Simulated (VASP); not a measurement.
# C (P6_3/mmc) in VASP: further runs

The runs below take C through single point, relaxation of cell and atoms, with LDA.

Everything below comes from runs of VASP 6.6.1. Logs are shortened: lines on timing, memory, paths and dates and some standing lists are left out, and cuts for length are marked.

### 1 The cell of the first run

Symmetry: P6_3/mmc, No. 194, hexagonal system. The conventional cell has a = 2.445 Å, b = 2.445 Å, c = 6.655 Å, α = 90.00°, β = 90.00°, γ = 120.00°. C (site symmetry -6m2) has 3 C at 1.41 Å within 1.9 Å. Within 1.9 Å of C (site symmetry -6m2) lie 3 C at 1.41 Å.

### 2 Single point, LDA

Input file INCAR:

```
  PREC = Accurate
  ENCUT = 520
  EDIFF = 1E-6
  ISMEAR = 0
  SIGMA = 0.1
  LREAL = False
  LASPH = True
  NELM = 100
  ALGO = Normal
  ISIF = 2
  LWAVE = False
  LCHARG = True
  GGA = CA
  LELF = True
  LVHAR = True
  NBANDS = 16
```

Input file KPOINTS:

```
Automatic mesh
0
Gamma
  21 21 6
```

Input file POSCAR:

```
C
1.0
    2.4449191005      0.0000000000      0.0000000000
   -1.2224595502      2.1173620512      0.0000000000
    0.0000000000      0.0000000000      6.6552256957
C
4
Direct
    0.0000000000      0.0000000000      0.7500000000
    0.0000000000      0.0000000000      0.2500000000
    0.3333333333      0.6666666667      0.7500000000
    0.6666666667      0.3333333333      0.2500000000
```

Potentials or basis: VASP PAW LDA potentials, release 64 (C).

Launch:

```
$ cat potpaw_LDA.64/C/POTCAR > POTCAR
$ mpirun -np 1 vasp_std > vasp.out
```

OUTCAR:

```text
PREC = Accurate
   ENCUT = 520
   EDIFF = 1E-6
   ISMEAR = 0
   LREAL = False
   LASPH = True
   NELM = 100
   ISIF = 2
   GGA = CA

 ion  position               nearest neighbor table
   1  0.000  0.000  0.750-   3 1.41   3 1.41   3 1.41
   2  0.000  0.000  0.250-   4 1.41   4 1.41   4 1.41
   3  0.333  0.667  0.750-   1 1.41   1 1.41   1 1.41
   4  0.667  0.333  0.250-   2 1.41   2 1.41   2 1.41

  LATTYP: Found a hexagonal cell.
 ALAT       =     2.4449191005
 C/A-ratio  =     2.7220637666

  Lattice vectors:

 A1 = (   2.4449191005,   0.0000000000,   0.0000000000)
 A2 = (  -1.2224595502,   2.1173620512,   0.0000000000)
 A3 = (   0.0000000000,   0.0000000000,   6.6552256957)

Analysis of symmetry for initial positions (statically):
=====================================================================
 Subroutine PRICEL returns:
 Original cell was already a primitive cell.

 Routine SETGRP: Setting up the symmetry group for a
 hexagonal supercell.

 Subroutine GETGRP returns: Found 24 space group operations
 (whereof 12 operations were pure point group operations)
 out of a pool of 24 trial point group operations.

The static configuration has the point symmetry D_3d.
 The point group associated with its full space group is D_6h.

Analysis of symmetry for dynamics (positions and initial velocities):
=====================================================================
 Subroutine PRICEL returns:
 Original cell was already a primitive cell.

 Routine SETGRP: Setting up the symmetry group for a
 hexagonal supercell.

 Subroutine GETGRP returns: Found 24 space group operations
 (whereof 12 operations were pure point group operations)
 out of a pool of 24 trial point group operations.

The dynamic configuration has the point symmetry D_3d.
 The point group associated with its full space group is D_6h.

 Subroutine INISYM returns: Found 24 space group operations
 (whereof 12 operations are pure point group operations),
 and found     1 'primitive' translations

----------------------------------------------------------------------------------------

                                     Primitive cell

  volume of cell :      34.4526

  direct lattice vectors                    reciprocal lattice vectors
     2.444919100  0.000000000  0.000000000     0.409011488  0.236142893  0.000000000
    -1.222459550  2.117362051  0.000000000     0.000000000  0.472285786  0.000000000
     0.000000000  0.000000000  6.655225696     0.000000000  0.000000000  0.150257864

  length of vectors
     2.444919100  2.444919100  6.655225696     0.472285786  0.472285786  0.150257864

  position of ions in fractional coordinates (direct lattice)
     0.000000000  0.000000000  0.750000000
     0.000000000  0.000000000  0.250000000
     0.333333333  0.666666667  0.750000000
     0.666666667  0.333333333  0.250000000

  ion indices of the primitive-cell ions
   primitive index   ion index
                 1           1
                 2           2
                 3           3
                 4           4

----------------------------------------------------------------------------------------

 KPOINTS: Automatic mesh

Automatic generation of k-mesh.
 Grid dimensions read from file:
 generate k-points for:   21   21    6

 Generating k-lattice:

  Cartesian coordinates                     Fractional coordinates (reciprocal lattice)
     0.019476738  0.011244900  0.000000000     0.047619048  0.000000000  0.000000000
     0.000000000  0.022489799  0.000000000     0.000000000  0.047619048  0.000000000
     0.000000000  0.000000000  0.025042977     0.000000000  0.000000000  0.166666667

  Length of vectors
     0.022489799  0.022489799  0.025042977

  Shift w.r.t. Gamma in fractional coordinates (k-lattice)
     0.000000000  0.000000000  0.000000000

 Subroutine IBZKPT returns following result:
 ===========================================

 Found    192 irreducible k-points:

 Following reciprocal coordinates:
            Coordinates               Weight
  0.000000  0.000000  0.000000      1.000000
  0.047619 -0.000000  0.000000      6.000000
  0.095238  0.000000  0.000000      6.000000
  0.142857 -0.000000  0.000000      6.000000
  0.190476  0.000000  0.000000      6.000000
  0.238095 -0.000000  0.000000      6.000000
[... 16 lines left out ...]
  0.142857  0.095238  0.000000     12.000000
  0.190476  0.095238  0.000000     12.000000
 [... further k-points ...]
   k-points           NKPTS =    192   k-points in BZ     NKDIM =    192   number of bands    NBANDS=     16
   number of dos      NEDOS =    301   number of ions     NIONS =      4
   total plane-waves  NPLWV =  16200
   dimension x,y,z NGX =    18 NGY =   18 NGZ =   50
   dimension x,y,z NGXF=    36 NGYF=   36 NGZF=  100
   ions per type =               4
   NGX,Y,Z   is equivalent  to a cutoff of  12.24, 12.24, 12.49 a.u.
   NGXF,Y,Z  is equivalent  to a cutoff of  24.48, 24.48, 24.98 a.u.
 SYSTEM =  unknown system
   PREC   = accura    normal or accurate (medium, high low for compatibility)
   ISTART =      0    job   : 0-new  1-cont  2-samecut
   ICHARG =      2    charge: 1-file 2-atom 10-const
   ISPIN  =      1    spin polarized calculation?
   LNONCOLLINEAR =      F non collinear calculations
   LSORBIT =      F    spin-orbit coupling
   LASPH  =      T    aspherical Exc in radial PAW
   ENCUT  =  520.0 eV  38.22 Ry    6.18 a.u.   4.55  4.55 12.37*2*pi/ulx,y,z
   NELM   =    100;   NELMIN=  2; NELMDL= -5     # of ELM steps
   EDIFF  = 0.1E-05   stopping-criterion for ELM
   LREAL  =      F    real-space projection
[... 7 lines left out ...]
   TEBEG  =    0.0;   TEEND  =   0.0 temperature during run
   PSTRESS=    0.0 pullay stress
   NELECT =      16.0000    total number of electrons
   NUPDOWN=      -1.0000    fix difference up-down
   EMIN   =  10.00;   EMAX   =-10.00  energy-range for DOS
   EFERMI =   0.00;   METHOD = LEGACY
   ISMEAR =     0;   SIGMA  =   0.10  broadening in eV -4-tet -1-fermi 0-gaus
   EFERMI_NEDOS =   21; number of points for ismear=-14 and -15
   IALGO  =     38    algorithm
   IMIX   =      4    mixing-type and parameters
     AMIX     =   0.40;   BMIX     =  1.00
     AMIX_MAG =   1.60;   BMIX_MAG =  1.00
  volume/ion in A,a.u.               =       8.61        58.12
  Fermi-wavevector in a.u.,A,eV,Ry     =   1.267771  2.395739 21.867860  1.607242
  Thomas-Fermi vector in A             =   2.400901
   LORBIT       =      0    0 simple, 1 ext, 2 COOP (PROOUT), +10 PAW based schemes
   GGA     = CA    functional components
   LHFCALC =     F    Hartree Fock is set to
   AEXX    =    0.0000 exact exchange contribution
   IVDW    =     0    specifies the selected vdW correction
   LEPSILON=     F    determine dielectric tensor
   LRPA    =     F    only Hartree local field effects (RPA)
 non-spin polarized calculation
 Gauss-broadening in eV      SIGMA  =   0.10
  energy-cutoff  :      520.00
  volume of cell :       34.45
 maximum number of plane-waves:       946
   NGX =  9   NGY =  9   NGZ = 25

 number of electron      15.9999995 magnetization

 Free energy of the ion-electron system (eV)
  ---------------------------------------------------
  ext. energy  EPLUGINS =         0.00000000
  ---------------------------------------------------
  free energy    TOTEN  =       -40.44714012 eV

  energy without entropy =      -40.44655338  energy(sigma->0) =      -40.44684675

 E-fermi :   4.7620     XC(G=0): -10.8571

 val. band max:        4.7588817601   @ k =   0.3333   0.3333   0.5000
 cond. band min:       4.7725960766   @ k =   0.3333   0.3333   0.3333
 fundamental gap:      0.0137143164
 Fermi energy:         4.7620335043

 k-point     1 :       0.0000    0.0000    0.0000
  band No.  band energies     occupation
      1     -14.8610      2.00000
      2     -14.5230      2.00000
      3      -4.0090      2.00000
      4      -1.8810      2.00000
      5       1.7800      2.00000
      6       1.7800      2.00000
[... 8 lines left out ...]
     15      16.3338      0.00000
     16      16.5576      0.00000

 k-point     2 :       0.0476   -0.0000    0.0000
  band No.  band energies     occupation
      1     -14.8063      2.00000
      2     -14.4695      2.00000
      3      -3.9417      2.00000
      4      -1.8181      2.00000
      5       1.5605      2.00000
      6       1.5861      2.00000
[... 8 lines left out ...]
     15      16.1352      0.00000
     16      16.3721      0.00000

 k-point     3 :       0.0952    0.0000    0.0000
  band No.  band energies     occupation
      1     -14.6425      2.00000
      2     -14.3091      2.00000
      3      -3.7401      2.00000
      4      -1.6303      2.00000
      5       0.9445      2.00000
      6       0.9845      2.00000
[... 8 lines left out ...]
     15      15.5693      0.00000
     16      15.8426      0.00000

 k-point     4 :       0.1429   -0.0000    0.0000
  band No.  band energies     occupation
      1     -14.3702      2.00000
      2     -14.0424      2.00000
      3      -3.4056      2.00000
      4      -1.3195      2.00000
      5       0.0284      2.00000
      6       0.0872      2.00000
[... 8 lines left out ...]
     15      15.2272      0.00000
     16      15.5084      0.00000
[... 324 lines left out ...]
 k-point    22 :       0.0952    0.0952    0.0000
  band No.  band energies     occupation
      1     -14.2072      2.00000
      2     -13.8827      2.00000
      3      -3.2057      2.00000
      4      -1.1343      2.00000
      5      -0.2960      2.00000
      6      -0.2583      2.00000
[... 8 lines left out ...]
     15      15.2971      0.00000
     16      15.6093      0.00000

 k-point    23 :       0.1429    0.0952    0.0000
  band No.  band energies     occupation
      1     -13.8280      2.00000
      2     -13.5115      2.00000
      3      -2.7424      2.00000
      4      -1.2372      2.00000
      5      -1.1791      2.00000
      6      -0.7069      2.00000
[... 8 lines left out ...]
     15      15.9998      0.00000
     16      16.1164      0.00000

 k-point    24 :       0.1905    0.0952    0.0000
  band No.  band energies     occupation
      1     -13.3431      2.00000
      2     -13.0366      2.00000
      3      -2.3453      2.00000
      4      -2.2573      2.00000
      5      -2.1533      2.00000
      6      -0.7668      2.00000
[... 8 lines left out ...]
     15      16.9937      0.00000
     16      17.2182      0.00000

 [... further k-points ...]

------------------------ aborting loop because EDIFF is reached ----------------------------------------

  FORCE on cell =-STRESS in cart. coord.  units (eV):
  Direction    XX          YY          ZZ          XY          YZ          ZX
  --------------------------------------------------------------------------------------
  -------------------------------------------------------------------------------------
  Total        0.2751866      0.2751866     -0.0349305      0.0000000     -0.0000000      0.0000000
  in kB       12.7972137     12.7972137     -1.6243987      0.0000000     -0.0000000      0.0000000
  external PRESSURE =       7.9900095 kB  Pullay stress =       0.0000000 kB

 VOLUME and BASIS-vectors are now :
 -----------------------------------------------------------------------------
  energy-cutoff  :      520.00
  volume of cell :       34.45
      direct lattice vectors                 reciprocal lattice vectors
     2.444919100  0.000000000  0.000000000     0.409011488  0.236142893  0.000000000
    -1.222459550  2.117362051  0.000000000     0.000000000  0.472285786  0.000000000
     0.000000000  0.000000000  6.655225696     0.000000000  0.000000000  0.150257864

 POSITION                                       TOTAL-FORCE (eV/Angst)
 -----------------------------------------------------------------------------------
      0.00000      0.00000      4.99142         0.000000     -0.000000     -0.000000
      0.00000      0.00000      1.66381        -0.000000      0.000000     -0.000000
     -0.00000      1.41157      4.99142        -0.000000     -0.000000      0.000000
      1.22246      0.70579      1.66381        -0.000000     -0.000000      0.000000
 -----------------------------------------------------------------------------------
    total drift:                               -0.000000      0.000000      0.000000

  FREE ENERGIE OF THE ION-ELECTRON SYSTEM (eV)
  ---------------------------------------------------
  free  energy   TOTEN  =       -40.4471401199 eV

  energy  without entropy=      -40.4465533797  energy(sigma->0) =      -40.44684675
```

Wall time 32 s (1 thread of Intel Xeon 6975P-C (Granite Rapids), shared host); peak memory 0.18 GiB.

What came out:

```
Free energy            : -40.4471 eV
Pressure               : 0.8 GPa
Band gap on the k mesh : zero (bands 8 and 9 overlap by 0.03 eV)
```

Stress tensor (GPa, compression positive):
```
 1.28  0.00  0.00
 0.00  1.28  0.00
 0.00  0.00 -0.16
```

Levels at points of the mesh, in eV from the Fermi level:
```csv
k point,band 6,band 7,band 8,band 9,band 10,band 11
"(0.00, 0.00, 0.00)",-2.98,-2.96,-2.96,3.88,8.45,8.45
"(0.00, 0.00, 0.50)",-2.97,-2.97,-2.97,6.60,6.60,8.48
```

### 3 Relaxation of cell and atoms, LDA

This run uses another cell than the first one, of 8.74 Å³/atom.

Input file INCAR:

```
SYSTEM = C
PREC = Accurate
ENCUT = 600
EDIFF = 1E-7
ISMEAR = 0
SIGMA = 0.1
LREAL = .False.
LASPH = .True.
NELM = 80
ALGO = Normal
ISIF = 3
LWAVE = .False.
LCHARG = .False.
GGA = CA
IBRION = 2
NSW = 100
EDIFFG = -0.005
```

Input file KPOINTS:

```
regular mesh
0
Gamma
  21 21 6
  0 0 0
```

Input file POSCAR:

```
C
1.0
    2.4560000000      0.0000000000      0.0000000000
   -1.2280000000      2.1269583917      0.0000000000
    0.0000000000      0.0000000000      6.6960000000
C
4
Direct
    0.0000000000      0.0000000000      0.7500000000
    0.0000000000      0.0000000000      0.2500000000
    0.3333333333      0.6666666667      0.7500000000
    0.6666666667      0.3333333333      0.2500000000
```

Potentials or basis: VASP PAW LDA potentials, release 64 (C).

Launch:

```
$ cat potpaw_LDA.64/C/POTCAR > POTCAR
$ mpirun -np 1 vasp_std > vasp.out
```

Wall time 3.3 min (1 thread of Intel Xeon 6975P-C (Granite Rapids), shared host); peak memory 0.19 GiB.

It converged, with:

```
Free energy                           : -40.4630 eV
Relaxed volume                        : 8.50 Å³/atom
Relaxed cell                          : a = 2.446 Å, b = 2.446 Å, c = 6.565 Å, α = 90.00°, β = 90.00°, γ = 120.00°
Space group after relaxing (to 0.1 Å) : P6_3/mmc (No. 194)
Energy gained by relaxing             : 1.5 meV/atom
Ionic steps                           : 13
Pressure after relaxing               : 0.0 GPa
Band gap on the k mesh                : zero (bands 8 and 9 overlap by 0.04 eV)
```

Step by step:
| step | energy change (eV) | largest force (eV/Å) | pressure (GPa) | volume (Å³) |
| --- | --- | --- | --- | --- |
| 1 | 0.0000 | 0.0000 | -3.57 | 34.98 |
| 2 | 0.0206 | 0.0000 | 8.24 | 34.00 |
| 3 | -0.0045 | 0.0000 | -0.21 | 34.69 |
| 4 | -0.0045 | 0.0000 | -0.14 | 34.68 |
| 5 | -0.0047 | 0.0000 | -0.13 | 34.63 |
| 6 | -0.0051 | 0.0000 | -0.10 | 34.49 |
| 7 | -0.0057 | 0.0000 | -0.01 | 34.21 |
| 8 | -0.0054 | 0.0000 | 0.20 | 33.64 |
| 9 | -0.0058 | 0.0000 | 0.09 | 33.99 |
| 10 | -0.0058 | 0.0000 | 0.06 | 34.03 |
| 11 | -0.0058 | 0.0000 | 0.07 | 34.01 |
| 12 | -0.0056 | 0.0000 | -0.76 | 34.07 |
| 13 | -0.0058 | 0.0000 | -0.02 | 34.02 |

Final structure:
```cif
data_structure
_symmetry_space_group_name_H-M 'P 1'
_symmetry_Int_Tables_number 1
_cell_length_a 2.4461
_cell_length_b 2.4461
_cell_length_c 6.5653
_cell_angle_alpha 90.000
_cell_angle_beta 90.000
_cell_angle_gamma 120.000
_cell_volume 34.02
loop_
_atom_site_label
_atom_site_type_symbol
_atom_site_fract_x
_atom_site_fract_y
_atom_site_fract_z
_atom_site_occupancy
C1 C 0.00000 0.00000 0.75000 1
C2 C 0.00000 0.00000 0.25000 1
C3 C 0.33333 0.66667 0.75000 1
C4 C 0.66667 0.33333 0.25000 1
```

Levels at points of the mesh, in eV from the Fermi level:
```csv
k point,band 6,band 7,band 8,band 9,band 10,band 11
"(0.00, 0.00, 0.00)",-2.98,-2.96,-2.96,4.02,8.45,8.45
"(0.00, 0.00, 0.50)",-2.97,-2.97,-2.97,6.85,6.85,8.48
```

LDA usually gives volumes a few per cent too small. Zero-point motion and thermal expansion aren't in these numbers.
